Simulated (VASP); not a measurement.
# PbS (Cmcm) in VASP: further runs

Runs on PbS. Level: r2SCAN. Tasks: single point.

Program: VASP 6.6.1. These are calculated values, not measurements. Logs are shortened: lines on timing, memory, paths and dates and some standing lists are left out, and cuts for length are marked.

## 1. The cell of the first run

The structure is orthorhombic, space group Cmcm (No. 63). Conventional cell: a = 4.092 Å, b = 11.571 Å, c = 4.240 Å, α = 90.00°, β = 90.00°, γ = 90.00°. Pb (site symmetry m2m) has 7 S at 2.68 to 3.72 Å and 2 Pb at 3.61 Å within 3.8 Å. S (site symmetry m2m) has 5 Pb at 2.68 to 2.95 Å within 3.5 Å.

## 2. Single point, r2SCAN (25.10 Å³/atom)

POSCAR

```
PbS
1.0
    2.0460342269     -5.7855562510      0.0000000000
    2.0460342269      5.7855562510      0.0000000000
    0.0000000000      0.0000000000      4.2402362009
Pb S
2 2
Direct
    0.8739271045      0.1260728955      0.7500000000
    0.1260728955      0.8739271045      0.2500000000
    0.6426599546      0.3573400454      0.7500000000
    0.3573400454      0.6426599546      0.2500000000
```

INCAR.step1

```
SYSTEM = PbS
  ALGO = Normal
  EDIFF = 1E-4
  ENCUT = 520
  GGA = PE
  ISMEAR = 0
  LASPH = .TRUE.
  LCHARG = .FALSE.
  LREAL = .FALSE.
  LWAVE = .TRUE.
  NBANDS = 28
  NELM = 80
  PREC = Accurate
  SIGMA = 0.02
```

INCAR.step2

```
SYSTEM = PbS
  ALGO = Normal
  EDIFF = 1E-7
  ENCUT = 520
  ISIF = 2
  ISMEAR = 0
  ISTART = 1
  LASPH = .TRUE.
  LCHARG = .TRUE.
  LELF = .TRUE.
  LMIXTAU = .TRUE.
  LREAL = .FALSE.
  LVHAR = .TRUE.
  LWAVE = .FALSE.
  METAGGA = R2SCAN
  NBANDS = 28
  NELM = 80
  PREC = Accurate
  SIGMA = 0.02
```

KPOINTS

```
k-points
0
G
  8 8 6
  0 0 0
```

Potentials or basis: VASP PAW PBE potentials, release 64 (Pb_d, S).

On the command line:

```sh
cat potpaw_PBE.64/Pb_d/POTCAR potpaw_PBE.64/S/POTCAR > POTCAR
cp INCAR.step1 INCAR
mpirun -np 1 vasp_std > vasp.out
cp INCAR.step2 INCAR
mpirun -np 1 vasp_std > vasp.out
```

OUTCAR:

```text
SYSTEM = PbS
   EDIFF = 1E-7
   ENCUT = 520
   ISIF = 2
   ISMEAR = 0
   ISTART = 1
   LASPH = .TRUE.
   LREAL = .FALSE.
   METAGGA = R2SCAN
   NELM = 80
   PREC = Accurate

 ion  position               nearest neighbor table
   1  0.874  0.126  0.750-   3 2.68   4 2.95   4 2.95   4 2.95   4 2.95   2 3.61   2 3.61   2 4.11
                             2 4.11   2 4.11   2 4.11
   2  0.126  0.874  0.250-   4 2.68   3 2.95   3 2.95   3 2.95   3 2.95   1 3.61   1 3.61   1 4.11
                             1 4.11   1 4.11   1 4.11
   3  0.643  0.357  0.750-   1 2.68   2 2.95   2 2.95   2 2.95   2 2.95
   4  0.357  0.643  0.250-   2 2.68   1 2.95   1 2.95   1 2.95   1 2.95

  LATTYP: Found a base centered orthorhombic cell.
 ALAT       =     4.0920684538
 B/A-ratio  =     2.8276927995
 C/A-ratio  =     1.0362085211

  Lattice vectors:

 A1 = (   2.0460342269,  -5.7855562510,   0.0000000000)
 A2 = (   2.0460342269,   5.7855562510,   0.0000000000)
 A3 = (   0.0000000000,   0.0000000000,   4.2402362009)

Analysis of symmetry for initial positions (statically):
=====================================================================
 Subroutine PRICEL returns:
 Original cell was already a primitive cell.

 Routine SETGRP: Setting up the symmetry group for a
 base centered orthorhombic supercell.

 Subroutine GETGRP returns: Found  8 space group operations
 (whereof  4 operations were pure point group operations)
 out of a pool of  8 trial point group operations.

The static configuration has the point symmetry C_2h.
 The point group associated with its full space group is D_2h.

Analysis of symmetry for dynamics (positions and initial velocities):
=====================================================================
 Subroutine PRICEL returns:
 Original cell was already a primitive cell.

 Routine SETGRP: Setting up the symmetry group for a
 base centered orthorhombic supercell.

 Subroutine GETGRP returns: Found  8 space group operations
 (whereof  4 operations were pure point group operations)
 out of a pool of  8 trial point group operations.

The dynamic configuration has the point symmetry C_2h.
 The point group associated with its full space group is D_2h.

 Subroutine INISYM returns: Found  8 space group operations
 (whereof  4 operations are pure point group operations),
 and found     1 'primitive' translations

----------------------------------------------------------------------------------------

                                     Primitive cell

[... 95 lines left out ...]
   LREAL  =      F    real-space projection
   EDIFFG = 0.1E-05   stopping-criterion for IOM
   NSW    =      0    number of steps for IOM
   IBRION =     -1    ionic relax: 0-MD 1-quasi-New 2-CG
   NFREE  =      0    steps in history (QN), initial steepest desc. (CG)
   ISIF   =      2    stress and relaxation
   ISYM   =      2    0-nonsym 1-usesym 2-fastsym
   POTIM  = 0.5000    time-step for ionic-motion
   TEBEG  =    0.0;   TEEND  =   0.0 temperature during run
   PSTRESS=    0.0 pullay stress
   NELECT =      40.0000    total number of electrons
   NUPDOWN=      -1.0000    fix difference up-down
   EMIN   =  10.00;   EMAX   =-10.00  energy-range for DOS
   EFERMI =   0.00;   METHOD = LEGACY
   ISMEAR =     0;   SIGMA  =   0.02  broadening in eV -4-tet -1-fermi 0-gaus
   EFERMI_NEDOS =   21; number of points for ismear=-14 and -15
   IALGO  =     38    algorithm
   IMIX   =      4    mixing-type and parameters
     AMIX     =   0.40;   BMIX     =  1.00
     AMIX_MAG =   1.60;   BMIX_MAG =  1.00
  volume/ion in A,a.u.               =      25.10       169.36
  Fermi-wavevector in a.u.,A,eV,Ry     =   1.204672  2.276500 19.745245  1.451235
  Thomas-Fermi vector in A             =   2.340390
   LORBIT       =      0    0 simple, 1 ext, 2 COOP (PROOUT), +10 PAW based schemes
   METAGGA = R2SCAN    functional components
   LHFCALC =     F    Hartree Fock is set to
   AEXX    =    0.0000 exact exchange contribution
   IVDW    =     0    specifies the selected vdW correction
   LEPSILON=     F    determine dielectric tensor
   LRPA    =     F    only Hartree local field effects (RPA)
 non-spin polarized calculation
 Gauss-broadening in eV      SIGMA  =   0.02
  energy-cutoff  :      520.00
  volume of cell :      100.39
 maximum number of plane-waves:      2738
 NGX is ok and might be reduce to    48
   NGX = 23   NGY = 23   NGZ = 15

 number of electron      40.0000004 magnetization

 Free energy of the ion-electron system (eV)
  ---------------------------------------------------
  ext. energy  EPLUGINS =         0.00000000
  ---------------------------------------------------
  free energy    TOTEN  =      -131.09047746 eV

  energy without entropy =     -131.09047746  energy(sigma->0) =     -131.09047746

 E-fermi :   5.6035     XC(G=0): -10.4589

 val. band max:        5.4490005578   @ k =   0.5000   0.5000   0.3333
 cond. band min:       6.8336188731   @ k =   0.5000   0.5000   0.0000
 fundamental gap:      1.3846183153
 Fermi energy:         5.6034899439

 k-point     1 :       0.0000    0.0000    0.0000
  band No.  band energies     occupation
      1     -11.6329      2.00000
      2     -11.5047      2.00000
      3     -11.5020      2.00000
      4     -11.4779      2.00000
      5     -11.4324      2.00000
      6     -11.4314      2.00000
[... 733 lines left out ...]
     27      13.4956      0.00000
     28      13.9823      0.00000

 [... further k-points ...]

------------------------ aborting loop because EDIFF is reached ----------------------------------------

  FORCE on cell =-STRESS in cart. coord.  units (eV):
  Direction    XX          YY          ZZ          XY          YZ          ZX
  --------------------------------------------------------------------------------------
  -------------------------------------------------------------------------------------
  Total        1.4893587      1.4609511      1.4547473      0.0000000      0.0000000      0.0000000
  in kB       23.7701442     23.3167595     23.2177474      0.0000000      0.0000000      0.0000000
  external PRESSURE =      23.4348837 kB  Pullay stress =       0.0000000 kB

 VOLUME and BASIS-vectors are now :
 -----------------------------------------------------------------------------
  energy-cutoff  :      520.00
  volume of cell :      100.39
      direct lattice vectors                 reciprocal lattice vectors
     2.046034227 -5.785556251  0.000000000     0.244375189 -0.086422114  0.000000000
     2.046034227  5.785556251  0.000000000     0.244375189  0.086422114  0.000000000
     0.000000000  0.000000000  4.240236201     0.000000000  0.000000000  0.235835919

 POSITION                                       TOTAL-FORCE (eV/Angst)
 -----------------------------------------------------------------------------------
      2.04603     -4.32675      3.18018         0.000000     -0.004019      0.000000
      2.04603      4.32675      1.06006         0.000000      0.004019      0.000000
      2.04603     -1.65073      3.18018         0.000000      0.012454      0.000000
      2.04603      1.65073      1.06006         0.000000     -0.012454      0.000000
 -----------------------------------------------------------------------------------
    total drift:                               -0.000000     -0.000000      0.000000

  FREE ENERGIE OF THE ION-ELECTRON SYSTEM (eV)
  ---------------------------------------------------
  free  energy   TOTEN  =      -131.0904774626 eV

  energy  without entropy=     -131.0904774626  energy(sigma->0) =     -131.09047746
```

Wall time 8 min (1 thread of Intel Xeon 6975P-C (Granite Rapids), shared host); peak memory 0.41 GiB.

Results:

```
Free energy            : -131.0905 eV
Pressure               : 2.3 GPa
Largest force          : 0.012 eV/Å
Band gap on the k mesh : 1.38 eV (least direct gap 1.61 eV)
```

Forces in eV/Å, atoms in the order of the input:
```
Pb   0.000 -0.004  0.000
Pb   0.000  0.004  0.000
S    0.000  0.012  0.000
S    0.000 -0.012  0.000
```

Caveat: the PAW data sets were made with another functional, which shifts forces and pressure a little; spin-orbit coupling is left out, which moves the levels of the heavy elements.

## 3. Single point, r2SCAN (25.90 Å³/atom)

This run uses another cell than the first one, of 25.90 Å³/atom.

POSCAR

```
PbS
1.0
    2.0648717816     -5.8907061810      0.0000000000
    2.0648717816      5.8907061810      0.0000000000
    0.0000000000      0.0000000000      4.2582533275
Pb S
2 2
Direct
    0.8718439679      0.1281560321      0.7500000000
    0.1281560321      0.8718439679      0.2500000000
    0.6443781173      0.3556218827      0.7500000000
    0.3556218827      0.6443781173      0.2500000000
```

INCAR.step1

```
  PREC = Accurate
  ENCUT = 520
  ISMEAR = 0
  SIGMA = 0.02
  LREAL = F
  LASPH = T
  NELM = 60
  NBANDS = 28
  GGA = PE
  ALGO = Normal
  EDIFF = 1E-4
  LWAVE = T
  LCHARG = F
```

INCAR.step2

```
  PREC = Accurate
  ENCUT = 520
  EDIFF = 1E-6
  ISMEAR = 0
  SIGMA = 0.02
  LREAL = F
  LASPH = T
  NELM = 60
  ALGO = Normal
  ISIF = 2
  LWAVE = F
  LCHARG = F
  METAGGA = R2SCAN
  LMIXTAU = T
  NBANDS = 28
  ISTART = 1
```

KPOINTS

```
regular mesh
0
Gamma
  8 8 6
```

Potentials or basis: VASP PAW PBE potentials, release 64 (Pb_d, S).

On the command line:

```sh
cat potpaw_PBE.64/Pb_d/POTCAR potpaw_PBE.64/S/POTCAR > POTCAR
cp INCAR.step1 INCAR
mpirun -np 1 vasp_std > vasp.out
cp INCAR.step2 INCAR
mpirun -np 1 vasp_std > vasp.out
```

It took 6.3 min on 1 thread of Intel Xeon 6975P-C (Granite Rapids), shared host; peak memory 0.41 GiB.

It converged, with:

* Free energy: -131.1241 eV
* Pressure: 1.0 GPa
* Largest force: 0.011 eV/Å
* Band gap on the k mesh: 1.42 eV (least direct gap 1.69 eV)

Forces in eV/Å, atoms in the order of the input:
```
Pb   0.000 -0.003  0.000
Pb   0.000  0.003  0.000
S    0.000  0.011  0.000
S    0.000 -0.011  0.000
```

Levels at points of the mesh, in eV from the valence-band top:
```tsv
k point	band 17	band 18	band 19	band 20	band 21	band 22	band 23	band 24
(0.00, 0.00, 0.00)	-2.52	-1.80	-1.60	-0.56	5.10	5.10	5.29	6.00
(0.50, 0.00, 0.00)	-1.48	-1.28	-0.37	-0.35	2.15	2.17	2.43	3.39
(0.50, 0.50, 0.00)	-2.04	-1.95	-1.42	-0.49	1.42	4.80	5.21	5.37
(0.00, 0.00, 0.50)	-1.22	-1.22	-0.08	-0.08	2.16	2.16	3.08	3.08
(0.50, 0.00, 0.50)	-3.32	-3.32	-1.53	-1.53	3.75	3.75	5.76	5.76
(0.50, 0.50, 0.50)	-1.28	-1.28	-0.45	-0.45	2.09	2.09	3.56	3.56
```

Caveat: the PAW data sets were made with another functional, which shifts forces and pressure a little; spin-orbit coupling is left out, which moves the levels of the heavy elements. A k mesh can miss the band edges.
